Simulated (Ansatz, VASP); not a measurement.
This is a calculation of CdSe for Ansatz 0.2.0.

The input input.yaml:

```yaml
crystal:
  lattice:
    - [4.3, 0.0, 0.0]
    - [-2.15, 3.7239092363, 0.0]
    - [0.0, 0.0, 7.02]
  atoms:
    - { symbol: Cd, position: [0.6666666667, 0.3333333333, 0.5] }
    - { symbol: Cd, position: [0.3333333333, 0.6666666667, 0.0] }
    - { symbol: Se, position: [0.6666666667, 0.3333333333, 0.885] }
    - { symbol: Se, position: [0.3333333333, 0.6666666667, 0.385] }
hamiltonian:
  xc: { exchange: pbe, correlation: pbe, exx: { coeff: 0.35 } }
  pseudopotentials: { kind: paw }
kpoints:
  mp_grid: { grid: [4, 4, 2] }
scf:
  occupations: { method: fermi_dirac, width: 0.05 }
output:
  forces: true
  stress: true
  eigenvalues: true
```

Potentials or basis: Ansatz PAW.

Command:

```console
$ ansatz run input.yaml --threads 1 --pin off --max-ram 3584MiB --backend cpu --events-out ev --progress --plain --runs-dir out
```

Task: Translate it to VASP 6.6.1. Potentials there: VASP PAW PBE potentials, release 64 (Cd, Se).

Result: As run (the cutoff follows the program's own potentials):

The input POSCAR:

```
CdSe
1.0
    4.3000000000      0.0000000000      0.0000000000
   -2.1500000000      3.7239092363      0.0000000000
    0.0000000000      0.0000000000      7.0200000000
Cd Se
2 2
Direct
    0.6666666667      0.3333333333      0.5000000000
    0.3333333333      0.6666666667      0.0000000000
    0.6666666667      0.3333333333      0.8850000000
    0.3333333333      0.6666666667      0.3850000000
```

Contents of INCAR.step1:

```
  PREC = Accurate
  ENCUT = 520
  EDIFF = 1E-5
  ISMEAR = -1
  SIGMA = 0.05
  LREAL = False
  LASPH = True
  NELM = 80
  ALGO = Normal
  ISIF = 2
  LWAVE = True
  LCHARG = False
  GGA = PE
  NBANDS = 26
```

INCAR.step2

```
  PREC = Accurate
  ENCUT = 520
  EDIFF = 1E-6
  ISMEAR = -1
  SIGMA = 0.05
  LREAL = False
  LASPH = True
  NELM = 80
  ALGO = Normal
  ISIF = 2
  LWAVE = False
  LCHARG = False
  GGA = PE
  LHFCALC = True
  AEXX = 0.35
  PRECFOCK = Normal
  ISTART = 1
  NBANDS = 26
```

The input KPOINTS:

```
Automatic mesh
0
Gamma
  4 4 2
```

Potentials or basis: VASP PAW PBE potentials, release 64 (Cd, Se).

Run with:

```bash
$ cat potpaw_PBE.64/Cd/POTCAR potpaw_PBE.64/Se/POTCAR > POTCAR
$ cp INCAR.step1 INCAR
$ mpirun -np 1 vasp_std > vasp.out
$ cp INCAR.step2 INCAR
$ mpirun -np 1 vasp_std > vasp.out
```

Both were run:

|  | VASP | Ansatz | Ansatz less VASP |
| --- | --- | --- | --- |
| gap on the k mesh at the Fermi level (eV) | 3.05 | 2.99 | -0.062 |
| least direct gap on the mesh (eV) | 3.05 | 2.99 | -0.062 |
| pressure (GPa) | 1.3 | 1.3 | -0.03 |
| traceless stress, the component that is largest in VASP (GPa) | -1.53 | -1.50 | +0.030 |
| rms of the force components (eV/Å) | 0.171 | 0.167 | -0.0039 |

VASP's potentials were made for PBE, not for PBE-based global hybrid. Atom by atom the forces differ by 0.004 eV/Å (rms over components). VASP's potentials hold 36 valence electrons a cell and Ansatz's 72, so a difference there can come from the potentials and not from the codes.

The k mesh is coarse, so the values compare programs but aren't converged.
